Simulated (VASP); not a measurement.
Runs of VASP 6.6.1 on SnO. The structure is that of space group Pmmn (No. 59), or close to it. The cells are those of the table. 

```csv
cell,gap on the mesh (eV),pressure (GPa),largest force (eV/Å)
"a = 4.301, b = 3.303, c = 4.836 Å, 4 atoms",none,8.6,2.20
"a = 4.230, b = 3.374, c = 4.836 Å, 4 atoms",none,6.2,1.79
"a = 3.517, b = 4.087, c = 4.836 Å, 4 atoms",none,(b),1.10
"a = 3.232, b = 4.372, c = 4.836 Å, 4 atoms",none,11.5,2.67
"a = 3.945, b = 3.659, c = 4.836 Å, 4 atoms",none,(a),0.52
```

Alike in all rows: task single point; level PBEsol; potentials or basis VASP PAW PBE potentials, release 64 (Sn_d, O); no spin polarisation; k mesh 12 × 12 × 10; cutoff (eV) 520; smearing gaussian 0.15 eV.

Task: Estimate the missing entries.

Result: (a) 0.8; (b) 2.8.

Caveats: semilocal functionals underestimate gaps, and a narrow one can read as zero; the PAW data sets were made with another functional, which shifts forces and pressure a little; spin-orbit coupling is left out, which moves the levels of the heavy elements; the stress differs along the axes, from -3 to 21 GPa (at least some runs); the stress differs along the axes, from -3 to 16 GPa (at least some runs); the stress differs along the axes, from -3 to 9 GPa (at least some runs); the stress differs along the axes, from -3 to 26 GPa (at least some runs).

A k mesh can miss the band edges, and the runs leave out spin-orbit coupling on Sn.

A gap of «none» marks levels without a gap at the run's occupations.
